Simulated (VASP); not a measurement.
Input of a VASP 6.6.1 run:

INCAR

```
PREC = Accurate
ENCUT = 520
EDIFF = 1E-6
ISMEAR = 0
SIGMA = 0.05
LREAL = False
LASPH = True
NELM = 80
ALGO = Normal
ISIF = 2
LWAVE = False
LCHARG = False
GGA = PE
NBANDS = 35
```

Contents of KPOINTS:

```
regular mesh
0
Gamma
  9 9 1
```

File POSCAR:

```
Te2Mo
1.0
    3.5549909197      0.0000000000      0.0000000000
   -1.7774954599      3.0787124467      0.0000000000
    0.0000000000      0.0000000000     35.0365360304
Te Mo
4 2
Direct
    0.3333333333      0.6666666667      0.4499597225
    0.2992966782      0.6666666667      0.9483984951
    0.3673699885      0.6666666667      0.0516015049
    0.3333333333      0.6666666667      0.5500402775
    0.0000000000      0.0000000000      0.0000000000
    0.0000000000      0.0000000000      0.5000000000
```

Potentials or basis: VASP PAW PBE potentials, release 64 (Te, Mo_sv).

Run with:

```console
$ cat potpaw_PBE.64/Te/POTCAR potpaw_PBE.64/Mo_sv/POTCAR > POTCAR
$ mpirun -np 1 vasp_std > vasp.out
```

**Question.** Predict the largest force.

**Answer.** 0.799 eV/Å.

**Question.** What does it give for the band gap on the k mesh?

**Answer.** 0.89 eV.

Forces in eV/Å, atoms in the order of the input:
```
Te   0.000  0.000 -0.799
Te   0.737 -0.071 -0.127
Te  -0.737 -0.071  0.127
Te   0.000  0.000  0.799
Mo   0.000  0.143  0.000
Mo   0.000  0.000  0.000
```

Caveat: the cell differs from its parent crystal (atoms displaced along a vibrational mode); spin-orbit coupling is left out, which moves the levels of the heavy elements.
